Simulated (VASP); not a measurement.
TaN: single point with r2SCAN

Crystal: TaN.

```
CELL_PARAMETERS angstrom
0.00000 2.17900 2.17900
2.17900 0.00000 2.17900
2.17900 2.17900 0.00000
ATOMIC_POSITIONS crystal
Ta 0.50000 0.50000 0.50000
N 0.97992 0.97992 0.02008
```

This cell differs from its parent crystal: all N atoms moved +0.087 Å, as atom 2 towards its neighbour atom 1 (Ta) at 2.179 Å.

| Property | Result |
| --- | --- |
| Program | VASP 6.6.1 |
| Task | single point |
| Functional | r2SCAN |
| Potentials or basis | VASP PAW PBE potentials, release 64 (Ta_pv, N) |
| Cutoff | 520 eV |
| k mesh | 18 × 18 × 18 |
| Occupations | gaussian, width 0.15 eV |
| Spin | no spin polarisation |
| Dipole correction | no |
| Further INCAR settings | ALGO = Normal; EDIFF = 1e-06; NBANDS = 15 |

The pressure is 13.3 GPa, the largest force is 0.795 eV/Å and the band gap on the k mesh is zero (bands 8 and 9 overlap by 3.96 eV).

Forces on the atoms (eV/Å):
```
Ta   0.000  0.000 -0.795
N    0.000  0.000  0.795
```

Stress tensor (GPa, compression positive):
```
11.93  0.00  0.00
 0.00 11.93  0.00
 0.00  0.00 16.10
```

Levels at points of the mesh, in eV from the Fermi level:
| k point | band 4 | band 5 | band 6 | band 7 | band 8 | band 9 | band 10 | band 11 | band 12 | band 13 |
| --- | --- | --- | --- | --- | --- | --- | --- | --- | --- | --- |
| (0.00, 0.00, 0.00) | -20.24 | -4.44 | -4.44 | -4.42 | -2.23 | -1.99 | -1.99 | 0.15 | 0.40 | 2.00 |
| (0.50, 0.00, 0.00) | -17.08 | -11.05 | -8.20 | -8.18 | 1.97 | 2.04 | 2.15 | 4.13 | 7.97 | 8.24 |
| (0.50, 0.50, 0.00) | -19.00 | -7.12 | -5.81 | -5.07 | -5.07 | 2.32 | 3.72 | 3.72 | 4.88 | 7.38 |
| (0.00, 0.50, 0.50) | -19.00 | -7.15 | -6.26 | -5.10 | -4.58 | 2.37 | 3.72 | 3.72 | 4.97 | 7.71 |

It took 4.8 min on 1 thread of Intel(R) Xeon(R) Platinum 8259CL CPU @ 2.50GHz (Skylake/Cascade Lake), with other jobs on the host, peak memory 0.27 GiB.

Caveat: the cell differs from its parent crystal (all N atoms moved +0.087 Å, as atom 2 towards its neighbour atom 1 (Ta) at 2.179 Å); the cell stands under pressure; the PAW data sets were made with another functional, which shifts forces and pressure a little; spin-orbit coupling is left out, which moves the levels of the heavy elements.
